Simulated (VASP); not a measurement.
# Nb (I4/mmm) in VASP: further runs, part 2 of 2

VASP 6.6.1. The steps go on from the part before.

### Step 3. Single point, PBEsol

Contents of INCAR:

```
PREC = Accurate
ENCUT = 520
EDIFF = 1E-6
ISMEAR = 0
SIGMA = 0.15
LREAL = False
LASPH = True
NELM = 100
ALGO = Fast
ISIF = 2
LWAVE = False
LCHARG = False
GGA = PS
NBANDS = 12
```

Contents of KPOINTS:

```
Automatic mesh
0
Gamma
  22 22 22
```

Contents of POSCAR:

```
Nb
1.0
   -1.7108463054      1.7108463054      1.5739786010
    1.7108463054     -1.7108463054      1.5739786010
    1.7108463054      1.7108463054     -1.5739786010
Nb
1
Direct
    0.0000000000      0.0000000000      0.0000000000
```

Potentials or basis: VASP PAW PBE potentials, release 64 (Nb_sv).

Started as:

```console
cat potpaw_PBE.64/Nb_sv/POTCAR > POTCAR
mpirun -np 1 vasp_std > vasp.out
```

OUTCAR:

```text
PREC = Accurate
   ENCUT = 520
   EDIFF = 1E-6
   ISMEAR = 0
   LREAL = False
   LASPH = True
   NELM = 100
   ISIF = 2
   GGA = PS

 ion  position               nearest neighbor table
   1  0.000  0.000  0.000-

  LATTYP: Found a body centered tetragonal cell.
 ALAT       =     3.4216926108
 C/A-ratio  =     0.9200000000

  Lattice vectors:

 A1 = (  -1.7108463054,   1.7108463054,   1.5739786010)
 A2 = (   1.7108463054,  -1.7108463054,   1.5739786010)
 A3 = (   1.7108463054,   1.7108463054,  -1.5739786010)

Analysis of symmetry for initial positions (statically):
=====================================================================
 Subroutine PRICEL returns:
 Original cell was already a primitive cell.

 Routine SETGRP: Setting up the symmetry group for a
 body centered tetragonal supercell.

 Subroutine GETGRP returns: Found 16 space group operations
 (whereof 16 operations were pure point group operations)
 out of a pool of 16 trial point group operations.

The static configuration has the point symmetry D_4h.

Analysis of symmetry for dynamics (positions and initial velocities):
[... 162 lines left out ...]
 cond. band min:      10.7567956828   @ k =  -0.3636   0.3636   0.1364
 fundamental gap:      0.0015762430
 Fermi energy:        10.7567504651

 k-point     1 :       0.0000    0.0000    0.0000
  band No.  band energies     occupation
      1     -43.5682      2.00000
      2     -18.9337      2.00000
      3     -18.9337      2.00000
      4     -18.9233      2.00000
      5       4.8012      2.00000
      6      10.5312      1.96651
      7      11.4783      0.00000
      8      11.4783      0.00000
      9      13.2289      0.00000
     10      14.5057      0.00000
     11      24.4550      0.00000
     12      24.4550      0.00000
[... 331 lines left out ...]
 k-point    24 :      -0.4545    0.0455   -0.0000
  band No.  band energies     occupation
      1     -43.3435      2.00000
      2     -20.1403      2.00000
      3     -19.3418      2.00000
      4     -18.9943      2.00000
      5       7.1782      2.00000
      6       8.9486      2.00000
      7      12.4617      0.00000
      8      13.9819      0.00000
      9      15.0317      0.00000
     10      16.6045      0.00000
     11      22.4170      0.00000
     12      23.4264      0.00000

 [... further k-points ...]
[... 5 lines left out ...]
  --------------------------------------------------------------------------------------
  -------------------------------------------------------------------------------------
  Total       -1.2299608     -1.2299608     -0.3883730      0.0000000      0.0000000      0.0000000
  in kB     -106.9352924   -106.9352924    -33.7659391      0.0000000      0.0000000      0.0000000
  external PRESSURE =     -82.5455080 kB  Pullay stress =       0.0000000 kB

 VOLUME and BASIS-vectors are now :
 -----------------------------------------------------------------------------
  energy-cutoff  :      520.00
  volume of cell :       18.43
      direct lattice vectors                 reciprocal lattice vectors
    -1.710846305  1.710846305  1.573978601     0.000000000  0.292253020  0.317666326
     1.710846305 -1.710846305  1.573978601     0.292253020  0.000000000  0.317666326
     1.710846305  1.710846305 -1.573978601     0.292253020  0.292253020  0.000000000

 POSITION                                       TOTAL-FORCE (eV/Angst)
 -----------------------------------------------------------------------------------
      0.00000      0.00000      0.00000        -0.000000     -0.000000     -0.000000
 -----------------------------------------------------------------------------------
    total drift:                                0.000000      0.000000      0.000000

  FREE ENERGIE OF THE ION-ELECTRON SYSTEM (eV)
  ---------------------------------------------------
  free  energy   TOTEN  =       -10.9116936115 eV

  energy  without entropy=      -10.8953210622  energy(sigma->0) =      -10.90350734
```

OSZICAR:

```text
N       E                     dE             d eps       ncg     rms          rms(c)
DAV:   1     0.116085432837E+03    0.11609E+03   -0.72715E+03 20120   0.108E+03
DAV:   2    -0.665120780637E+01   -0.12274E+03   -0.11831E+03 21664   0.388E+02
DAV:   3    -0.111336577397E+02   -0.44824E+01   -0.42689E+01 28824   0.654E+01
[... 13 lines left out ...]
RMM:  17    -0.109116883617E+02   -0.38287E-05   -0.40116E-05 28490   0.471E-02    0.449E-03
RMM:  18    -0.109116907194E+02   -0.23576E-05   -0.28460E-05 21204   0.250E-02    0.378E-03
RMM:  19    -0.109116921844E+02   -0.14650E-05   -0.12279E-05 19275   0.167E-02    0.332E-04
RMM:  20    -0.109116932176E+02   -0.10332E-05   -0.95918E-06 18099   0.124E-02    0.391E-04
RMM:  21    -0.109116936115E+02   -0.39395E-06   -0.46388E-06 16771   0.855E-03
   1 F= -.10911694E+02 E0= -.10903507E+02  d E =-.163725E-01
```

Run time: 96 s. Hardware: 1 thread of Intel Xeon 6975P-C (Granite Rapids), shared host; peak memory 0.29 GiB.

What came out:

```
Free energy : -10.9117 eV
Pressure    : -8.3 GPa
```

Levels at points of the mesh, in eV from the Fermi level:
```csv
k point,band 2,band 3,band 4,band 5,band 6,band 7,band 8,band 9,band 10,band 11
"(0.00, 0.00, 0.00)",-29.69,-29.69,-29.68,-5.96,-0.23,0.72,0.72,2.47,3.75,13.70
"(0.50, 0.00, 0.00)",-30.96,-30.11,-29.75,-3.70,-1.91,2.38,3.19,4.48,6.19,11.44
"(0.50, 0.50, 0.00)",-30.97,-30.02,-29.65,-3.62,-0.92,1.76,2.37,3.49,6.06,11.23
"(0.50, 0.50, 0.50)",-30.62,-30.62,-30.41,-3.73,-3.53,5.38,5.38,5.67,8.18,8.18
```

Caveat: the PAW data sets were made with another functional, which shifts forces and pressure a little.

### Step 4. Single point, PBEsol

Contents of INCAR:

```
  PREC = Accurate
  ENCUT = 520
  EDIFF = 1E-7
  ISMEAR = 0
  SIGMA = 0.15
  LREAL = F
  LASPH = T
  NELM = 80
  ALGO = Fast
  ISIF = 2
  LWAVE = F
  LCHARG = F
  GGA = PS
  NBANDS = 12
```

Contents of KPOINTS:

```
regular mesh
0
Gamma
  22 22 22
```

Contents of POSCAR:

```
Nb
1.0
   -1.6119171290      1.6119171290      1.7731088419
    1.6119171290     -1.6119171290      1.7731088419
    1.6119171290      1.6119171290     -1.7731088419
Nb
1
Direct
    0.0000000000      0.0000000000      0.0000000000
```

Started as:

```console
cat potpaw_PBE.64/Nb_sv/POTCAR > POTCAR
mpirun -np 1 vasp_std > vasp.out
```

Run time: 1.9 min. Hardware: 1 thread of Intel Xeon 6975P-C (Granite Rapids), shared host; peak memory 0.29 GiB.

The run converged. Its results:

- Free energy: -10.8965 eV
- Pressure: -8.1 GPa

Stress tensor (GPa, compression positive):
```
 -4.51   0.00   0.00
  0.00  -4.51   0.00
  0.00   0.00 -15.29
```

Levels at points of the mesh, in eV from the Fermi level:
```
           k point  band 3  band 4  band 5  band 6  band 7  band 8  band 9  band 10
(0.00, 0.00, 0.00)  -29.70  -29.70   -5.97    0.09    0.09    1.05    2.44     3.69
(0.50, 0.00, 0.00)  -30.06  -29.71   -3.65   -1.23    1.94    2.35    4.05     6.02
(0.50, 0.50, 0.00)  -30.16  -29.79   -3.75   -2.28    2.60    4.03    4.31     6.30
(0.50, 0.50, 0.50)  -30.48  -30.48   -3.76   -3.51    5.24    5.56    5.56     7.36
```

Caveat: the PAW data sets were made with another functional, which shifts forces and pressure a little.

### Step 5. Single point, PBEsol

This run uses another cell than the first one, of the same volume but with other edges.

Contents of INCAR:

```
ALGO = Fast
EDIFF = 1E-6
ENCUT = 520
GGA = PS
ISIF = 2
ISMEAR = 0
LASPH = T
LCHARG = F
LREAL = F
LWAVE = F
NBANDS = 12
NELM = 80
PREC = Accurate
SIGMA = 0.15
```

Contents of KPOINTS:

```
k-points
0
Gamma
  22 22 22
```

Contents of POSCAR:

```
Nb
1.0
   -1.9208899595      1.9208899595      1.2485784737
    1.9208899595     -1.9208899595      1.2485784737
    1.9208899595      1.9208899595     -1.2485784737
Nb
1
Direct
    0.0000000000      0.0000000000      0.0000000000
```

Started as:

```console
cat potpaw_PBE.64/Nb_sv/POTCAR > POTCAR
mpirun -np 1 vasp_std > vasp.out
```

Run time: 1.7 min. Hardware: 1 thread of Intel Xeon 6975P-C (Granite Rapids), shared host; peak memory 0.29 GiB.

The run converged. Its results:

```
Free energy : -10.5605 eV
Pressure    : 1.2 GPa
```

Stress tensor (GPa, compression positive):
```
-6.09  0.00  0.00
 0.00 -6.09  0.00
 0.00  0.00 15.87
```

Levels at points of the mesh, in eV from the Fermi level:
| k point | band 3 | band 4 | band 5 | band 6 | band 7 | band 8 | band 9 | band 10 | band 11 | band 12 |
| --- | --- | --- | --- | --- | --- | --- | --- | --- | --- | --- |
| (0.00, 0.00, 0.00) | -30.26 | -29.13 | -6.16 | -2.45 | -1.54 | 3.56 | 3.56 | 4.08 | 12.50 | 12.50 |
| (0.50, 0.00, 0.00) | -30.34 | -30.30 | -4.05 | -3.10 | 2.30 | 3.72 | 4.37 | 5.99 | 11.87 | 12.62 |
| (0.50, 0.50, 0.00) | -30.17 | -29.25 | -3.76 | -1.46 | 0.07 | 1.56 | 2.98 | 6.15 | 9.00 | 13.94 |
| (0.50, 0.50, 0.50) | -31.13 | -29.37 | -4.35 | -3.66 | 5.39 | 5.39 | 5.62 | 5.86 | 5.86 | 15.67 |

Caveat: the PAW data sets were made with another functional, which shifts forces and pressure a little.

### Step 6. The runs side by side

| cell | further INCAR settings | gap on the mesh (eV) | pressure (GPa) |
| --- | --- | --- | --- |
| a = 2.929 Å, angles 117.3, 117.3, 94.8°, 1 atom | ALGO = Fast; EDIFF = 1e-06; NBANDS = 12 | none | -4.3 |
| a = 2.886 Å, angles 107.3, 107.3, 113.9°, 1 atom | ALGO = Fast; EDIFF = 1e-06; NBANDS = 12 | none | -8.3 |
| a = 2.888 Å, angles 112.1, 112.1, 104.2°, 1 atom | ALGO = Fast; EDIFF = 1e-07; NBANDS = 12 | none | -8.1 |
| a = 2.990 Å, angles 100.0, 100.0, 130.6°, 1 atom | ALGO = Fast; EDIFF = 1e-06; NBANDS = 12 | none | 1.2 |

Alike in all rows: task single point; level PBEsol; potentials or basis VASP PAW PBE potentials, release 64 (Nb_sv); no spin polarisation; k mesh 22 × 22 × 22; cutoff (eV) 520; smearing gaussian 0.15 eV.

Caveats: the PAW data sets were made with another functional, which shifts forces and pressure a little.

Absolute energies hang on the potentials; compare differences alone.
